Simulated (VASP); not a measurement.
# ScAl3 (w002) (Pm-3m) in VASP: further runs, part 2 of 2

VASP 6.6.1.

## Step 4: Single point, PBE

This run uses another cell than the first one, of 17.08 Å³/atom, 0.987 times its volume.

Contents of INCAR:

```
ALGO = Normal
EDIFF = 1E-6
ENCUT = 520
GGA = PE
ISIF = 2
ISMEAR = 0
LASPH = T
LCHARG = F
LREAL = F
LWAVE = F
NBANDS = 18
NELM = 100
PREC = Accurate
SIGMA = 0.1
```

Contents of KPOINTS:

```
k-points
0
Gamma
  4 4 4
```

Contents of POSCAR:

```
ScAl3
1.0
    4.0878065700      0.0000000000      0.0000000000
    0.0000000000      4.0878065700      0.0000000000
    0.0000000000      0.0000000000      4.0878065700
Sc Al
1 3
Direct
    0.0000000000      0.0000000000      0.0000000000
    0.5000000000      0.0000000000      0.5000000000
    0.0000000000      0.5000000000      0.5000000000
    0.5000000000      0.5000000000      0.0000000000
```

Potentials or basis: VASP PAW PBE potentials, release 64 (Sc_sv, Al).

The run is started by

```console
cat potpaw_PBE.64/Sc_sv/POTCAR potpaw_PBE.64/Al/POTCAR > POTCAR
mpirun -np 1 vasp_std > vasp.out
```

OUTCAR:

```text
EDIFF = 1E-6
   ENCUT = 520
   GGA = PE
   ISIF = 2
   ISMEAR = 0
   LASPH = T
   LREAL = F
   NELM = 100
   PREC = Accurate

 ion  position               nearest neighbor table
   1  0.000  0.000  0.000-   2 2.89   3 2.89   4 2.89   2 2.89   3 2.89   3 2.89   4 2.89   3 2.89
                             2 2.89   4 2.89   2 2.89   4 2.89
   2  0.500  0.000  0.500-   1 2.89   3 2.89   4 2.89   1 2.89   4 2.89   3 2.89   4 2.89   4 2.89
                             1 2.89   3 2.89   1 2.89   3 2.89
   3  0.000  0.500  0.500-   1 2.89   2 2.89   4 2.89   1 2.89   4 2.89   1 2.89   2 2.89   1 2.89
                             2 2.89   4 2.89   4 2.89   2 2.89
   4  0.500  0.500  0.000-   1 2.89   2 2.89   3 2.89   2 2.89   3 2.89   1 2.89   2 2.89   2 2.89
                             1 2.89   3 2.89   3 2.89   1 2.89

  LATTYP: Found a simple cubic cell.
 ALAT       =     4.0878065700

  Lattice vectors:

 A1 = (   4.0878065700,   0.0000000000,   0.0000000000)
 A2 = (   0.0000000000,   4.0878065700,   0.0000000000)
 A3 = (   0.0000000000,   0.0000000000,   4.0878065700)

Analysis of symmetry for initial positions (statically):
=====================================================================
 Subroutine PRICEL returns:
 Original cell was already a primitive cell.

 Routine SETGRP: Setting up the symmetry group for a
 simple cubic supercell.

 Subroutine GETGRP returns: Found 48 space group operations
 (whereof 48 operations were pure point group operations)
 out of a pool of 48 trial point group operations.

The static configuration has the point symmetry O_h .

Analysis of symmetry for dynamics (positions and initial velocities):
=====================================================================
 Subroutine PRICEL returns:
 Original cell was already a primitive cell.

 Routine SETGRP: Setting up the symmetry group for a
 simple cubic supercell.

 Subroutine GETGRP returns: Found 48 space group operations
 (whereof 48 operations were pure point group operations)
 out of a pool of 48 trial point group operations.

The dynamic configuration has the point symmetry O_h .

 Subroutine INISYM returns: Found 48 space group operations
 (whereof 48 operations are pure point group operations),
 and found     1 'primitive' translations

----------------------------------------------------------------------------------------

                                     Primitive cell

  volume of cell :      68.3079

  direct lattice vectors                    reciprocal lattice vectors
     4.087806570  0.000000000  0.000000000     0.244629970  0.000000000  0.000000000
     0.000000000  4.087806570  0.000000000     0.000000000  0.244629970  0.000000000
     0.000000000  0.000000000  4.087806570     0.000000000  0.000000000  0.244629970

  length of vectors
     4.087806570  4.087806570  4.087806570     0.244629970  0.244629970  0.244629970

  position of ions in fractional coordinates (direct lattice)
     0.000000000  0.000000000  0.000000000
     0.500000000  0.000000000  0.500000000
     0.000000000  0.500000000  0.500000000
[... 30 lines left out ...]
 Subroutine IBZKPT returns following result:
 ===========================================

 Found     10 irreducible k-points:

 Following reciprocal coordinates:
            Coordinates               Weight
  0.000000  0.000000  0.000000      1.000000
  0.250000  0.000000  0.000000      6.000000
  0.500000  0.000000  0.000000      3.000000
  0.250000  0.250000  0.000000     12.000000
  0.500000  0.250000  0.000000     12.000000
  0.500000  0.500000  0.000000      3.000000
  0.250000  0.250000  0.250000      8.000000
  0.500000  0.250000  0.250000     12.000000
  0.500000  0.500000  0.250000      6.000000
  0.500000  0.500000  0.500000      1.000000
   k-points           NKPTS =     10   k-points in BZ     NKDIM =     10   number of bands    NBANDS=     18
   number of dos      NEDOS =    301   number of ions     NIONS =      4
   total plane-waves  NPLWV =  27000
   dimension x,y,z NGX =    30 NGY =   30 NGZ =   30
   dimension x,y,z NGXF=    60 NGYF=   60 NGZF=   60
   ions per type =               1   3
   NGX,Y,Z   is equivalent  to a cutoff of  12.20, 12.20, 12.20 a.u.
   NGXF,Y,Z  is equivalent  to a cutoff of  24.40, 24.40, 24.40 a.u.
 SYSTEM =  unknown system
   PREC   = accura    normal or accurate (medium, high low for compatibility)
   ISTART =      0    job   : 0-new  1-cont  2-samecut
   ICHARG =      2    charge: 1-file 2-atom 10-const
   ISPIN  =      1    spin polarized calculation?
   LNONCOLLINEAR =      F non collinear calculations
   LSORBIT =      F    spin-orbit coupling
   LASPH  =      T    aspherical Exc in radial PAW
   ENCUT  =  520.0 eV  38.22 Ry    6.18 a.u.   7.60  7.60  7.60*2*pi/ulx,y,z
   NELM   =    100;   NELMIN=  2; NELMDL= -5     # of ELM steps
   EDIFF  = 0.1E-05   stopping-criterion for ELM
   LREAL  =      F    real-space projection
   EDIFFG = 0.1E-04   stopping-criterion for IOM
   NSW    =      0    number of steps for IOM
   IBRION =     -1    ionic relax: 0-MD 1-quasi-New 2-CG
   NFREE  =      0    steps in history (QN), initial steepest desc. (CG)
   ISIF   =      2    stress and relaxation
   ISYM   =      2    0-nonsym 1-usesym 2-fastsym
   POTIM  = 0.5000    time-step for ionic-motion
   TEBEG  =    0.0;   TEEND  =   0.0 temperature during run
   PSTRESS=    0.0 pullay stress
   NELECT =      20.0000    total number of electrons
   NUPDOWN=      -1.0000    fix difference up-down
   EMIN   =  10.00;   EMAX   =-10.00  energy-range for DOS
   EFERMI =   0.00;   METHOD = LEGACY
   ISMEAR =     0;   SIGMA  =   0.10  broadening in eV -4-tet -1-fermi 0-gaus
   EFERMI_NEDOS =   21; number of points for ismear=-14 and -15
   IALGO  =     38    algorithm
   IMIX   =      4    mixing-type and parameters
     AMIX     =   0.40;   BMIX     =  1.00
     AMIX_MAG =   1.60;   BMIX_MAG =  1.00
  volume/ion in A,a.u.               =      17.08       115.24
  Fermi-wavevector in a.u.,A,eV,Ry     =   1.087079  2.054282 16.078563  1.181741
  Thomas-Fermi vector in A             =   2.223230
   LORBIT       =      0    0 simple, 1 ext, 2 COOP (PROOUT), +10 PAW based schemes
   GGA     = PE    functional components
   LHFCALC =     F    Hartree Fock is set to
   AEXX    =    0.0000 exact exchange contribution
   IVDW    =     0    specifies the selected vdW correction
   LEPSILON=     F    determine dielectric tensor
   LRPA    =     F    only Hartree local field effects (RPA)
 non-spin polarized calculation
 Gauss-broadening in eV      SIGMA  =   0.10
  energy-cutoff  :      520.00
  volume of cell :       68.31
 maximum number of plane-waves:      1856
   NGX = 15   NGY = 15   NGZ = 15

 number of electron      19.9999996 magnetization

 Free energy of the ion-electron system (eV)
  ---------------------------------------------------
  ext. energy  EPLUGINS =         0.00000000
  ---------------------------------------------------
  free energy    TOTEN  =       -19.17506638 eV

  energy without entropy =      -19.15104716  energy(sigma->0) =      -19.16305677

 E-fermi :   7.3012     XC(G=0): -10.4172

 val. band max:        7.2051530845   @ k =   0.5000   0.2500   0.0000
 cond. band min:       7.3038503623   @ k =   0.5000   0.2500   0.2500
 fundamental gap:      0.0986972778
 Fermi energy:         7.3011776751

 k-point     1 :       0.0000    0.0000    0.0000
  band No.  band energies     occupation
      1     -41.7022      2.00000
      2     -20.4059      2.00000
      3     -20.4059      2.00000
      4     -20.4059      2.00000
      5      -2.7561      2.00000
      6       4.6483      2.00000
[... 187 lines left out ...]
      5       2.4749      2.00000
      6       2.4749      2.00000
[... 10 lines left out ...]
     17      11.3095      0.00000
     18      18.1908      0.00000

------------------------ aborting loop because EDIFF is reached ----------------------------------------

  FORCE on cell =-STRESS in cart. coord.  units (eV):
  Direction    XX          YY          ZZ          XY          YZ          ZX
  --------------------------------------------------------------------------------------
  -------------------------------------------------------------------------------------
  Total        0.5724344      0.5724344      0.5724344      0.0000000      0.0000000     -0.0000000
  in kB       13.4265770     13.4265770     13.4265770      0.0000000      0.0000000     -0.0000000
  external PRESSURE =      13.4265770 kB  Pullay stress =       0.0000000 kB

 VOLUME and BASIS-vectors are now :
 -----------------------------------------------------------------------------
  energy-cutoff  :      520.00
  volume of cell :       68.31
      direct lattice vectors                 reciprocal lattice vectors
     4.087806570  0.000000000  0.000000000     0.244629970  0.000000000  0.000000000
     0.000000000  4.087806570  0.000000000     0.000000000  0.244629970  0.000000000
     0.000000000  0.000000000  4.087806570     0.000000000  0.000000000  0.244629970

 POSITION                                       TOTAL-FORCE (eV/Angst)
 -----------------------------------------------------------------------------------
      0.00000      0.00000      0.00000         0.000000      0.000000      0.000000
      2.04390      0.00000      2.04390         0.000000      0.000000      0.000000
      0.00000      2.04390      2.04390         0.000000      0.000000      0.000000
      2.04390      2.04390      0.00000         0.000000      0.000000      0.000000
 -----------------------------------------------------------------------------------
    total drift:                                0.000000     -0.000000      0.000000

  FREE ENERGIE OF THE ION-ELECTRON SYSTEM (eV)
  ---------------------------------------------------
  free  energy   TOTEN  =       -19.1750663761 eV

  energy  without entropy=      -19.1510471564  energy(sigma->0) =      -19.16305677
```

stdout:

```text
POSCAR found type information on POSCAR ScAl
 POSCAR found :  2 types and       4 ions
 scaLAPACK will be used
 LDA part: xc-table for (Slater+PW92), standard interpolation
 POSCAR, INCAR and KPOINTS ok, starting setup
 FFT: planning ... GRIDC
 FFT: planning ... GRID_SOFT
 FFT: planning ... GRID
 WAVECAR not read
 entering main loop
```

It took 12 s on 1 thread of Intel Xeon 6975P-C (Granite Rapids), shared host; peak memory 0.16 GiB.

Results:

| Property | Result |
| --- | --- |
| Free energy | -19.1751 eV |
| Pressure | 1.3 GPa |
| Band gap on the k mesh | zero (band 10 reaches 8.14 eV, above the bottom of band 11 at 4.31 eV) |

Caveat: the k points lie up to 0.38 Å⁻¹ apart.

## Step 5: Summary

| task | cell | k mesh | cutoff (eV) | smearing | gap on the mesh (eV) | pressure (GPa) |
| --- | --- | --- | --- | --- | --- | --- |
| single point | a = 4.106 Å, 4 atoms | 14 × 14 × 14 | 520 | gaussian 0.03 eV | none | 0.0 |
| relaxation of cell and atoms | relaxed from a = 4.088 Å, 4 atoms | 14 × 14 × 14 | 600 | gaussian 0.03 eV | none | 0.0 |
| single point | a = 4.088 Å, 4 atoms | 4 × 4 × 4 | 520 | gaussian 0.1 eV | none | 1.3 |

Alike in all rows: level PBE; potentials or basis VASP PAW PBE potentials, release 64 (Sc_sv, Al); no spin polarisation.

Caveats: some runs use coarse meshes.

Total energies depend on the potentials used, so only differences within one code and one set of settings carry meaning.
